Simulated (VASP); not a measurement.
Here is a VASP 6.6.1 calculation.

File POSCAR:

```
Ir
1.0
    1.0170556449      2.5426391123      2.5426391123
    2.5426391123      1.0170556449      2.5426391123
    2.5426391123      2.5426391123      1.0170556449
Ir
1
Direct
    0.0000000000      0.0000000000      0.0000000000
```

File INCAR.step1:

```
PREC = Accurate ; ENCUT = 520
ISMEAR = 0 ; SIGMA = 0.15
LREAL = False ; LASPH = True
NELM = 100 ; NBANDS = 10
GGA = PE ; ALGO = Normal
EDIFF = 1E-4 ; LWAVE = True
LCHARG = False
```

Contents of INCAR.step2:

```
PREC = Accurate ; ENCUT = 520
EDIFF = 1E-7 ; ISMEAR = 0
SIGMA = 0.15 ; LREAL = False
LASPH = True ; NELM = 100
ALGO = Normal ; ISIF = 2
LWAVE = False ; LCHARG = False
METAGGA = R2SCAN ; LMIXTAU = True
NBANDS = 10 ; ISTART = 1
```

File KPOINTS:

```
Automatic mesh
0
Gamma
  30 30 30
```

Potentials or basis: VASP PAW PBE potentials, release 64 (Ir).

The run is started by

```sh
$ cat potpaw_PBE.64/Ir/POTCAR > POTCAR
$ cp INCAR.step1 INCAR
$ mpirun -np 1 vasp_std > vasp.out
$ cp INCAR.step2 INCAR
$ mpirun -np 1 vasp_std > vasp.out
```

Task: Estimate the pressure.

Result: 259.8 GPa.

Task: Estimate the band gap on the k mesh.

Result: Zero (an odd number of electrons rules out a gap without spin polarisation).

Stress tensor (GPa, compression positive):
```
 259.76 -125.68 -125.68
-125.68  259.76 -125.68
-125.68 -125.68  259.76
```

Caveat: the cell stands under pressure; the PAW data sets were made with another functional, which shifts forces and pressure a little; spin-orbit coupling is left out, which moves the levels of the heavy elements.
